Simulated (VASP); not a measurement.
Write the native input for VASP 6.6.1 that does the following.

| Item | Value |
| --- | --- |
| Task | single point |
| Functional | r2SCAN |
| Potentials or basis | VASP PAW PBE potentials, release 64 (K_sv, Br) |
| Cutoff | 520 eV |
| k mesh | 6 × 6 × 6 |
| Occupations | gaussian, width 0.01 eV |
| Spin | no spin polarisation |
| Dipole correction | no |
| Further INCAR settings | ALGO = Normal; EDIFF = 1e-06; NBANDS = 15 |

Crystal: KBr.

```
K Br
1.0
     0.00000    3.68830    3.81186
     3.68830    0.00000    3.81186
     3.68830    3.68830    0.00000
K Br
1 1
Direct
  0.00000 0.00000 0.00000
  0.25000 0.25000 0.25000
```

This cell differs from its parent crystal: uniaxial z strain +3.4%.

These files were run (other wordings do the same):

POSCAR

```
KBr
1.0
    0.0000000000      3.6882992926      3.8118573189
    3.6882992926      0.0000000000      3.8118573189
    3.6882992926      3.6882992926      0.0000000000
K Br
1 1
Direct
    0.0000000000      0.0000000000      0.0000000000
    0.2500000000      0.2500000000      0.2500000000
```

INCAR.step1

```
SYSTEM = KBr
PREC = Accurate
ENCUT = 520
ISMEAR = 0
SIGMA = 0.01
LREAL = .FALSE.
LASPH = .TRUE.
NELM = 80
NBANDS = 15
GGA = PE
ALGO = Normal
EDIFF = 1E-4
LWAVE = .TRUE.
LCHARG = .FALSE.
```

INCAR.step2

```
SYSTEM = KBr
PREC = Accurate
ENCUT = 520
EDIFF = 1E-6
ISMEAR = 0
SIGMA = 0.01
LREAL = .FALSE.
LASPH = .TRUE.
NELM = 80
ALGO = Normal
ISIF = 2
LWAVE = .FALSE.
LCHARG = .FALSE.
METAGGA = R2SCAN
LMIXTAU = .TRUE.
NBANDS = 15
ISTART = 1
```

KPOINTS

```
Automatic mesh
0
G
  6 6 6
  0 0 0
```

Potentials or basis: VASP PAW PBE potentials, release 64 (K_sv, Br).

The run is started by

```console
$ cat potpaw_PBE.64/K_sv/POTCAR potpaw_PBE.64/Br/POTCAR > POTCAR
$ cp INCAR.step1 INCAR
$ mpirun -np 1 vasp_std > vasp.out
$ cp INCAR.step2 INCAR
$ mpirun -np 1 vasp_std > vasp.out
```

It gave:

| Property | Result |
| --- | --- |
| Pressure | -0.3 GPa |
| Band gap on the k mesh | 4.78 eV, indirect (least direct gap 4.80 eV) |

Caveat: the cell differs from its parent crystal (uniaxial z strain +3.4%); the PAW data sets were made with another functional, which shifts forces and pressure a little.

It took 87 s on 1 thread of Intel(R) Xeon(R) Platinum 8481C CPU @ 2.70GHz (Sapphire Rapids), with other jobs on the host, peak memory 0.28 GiB.
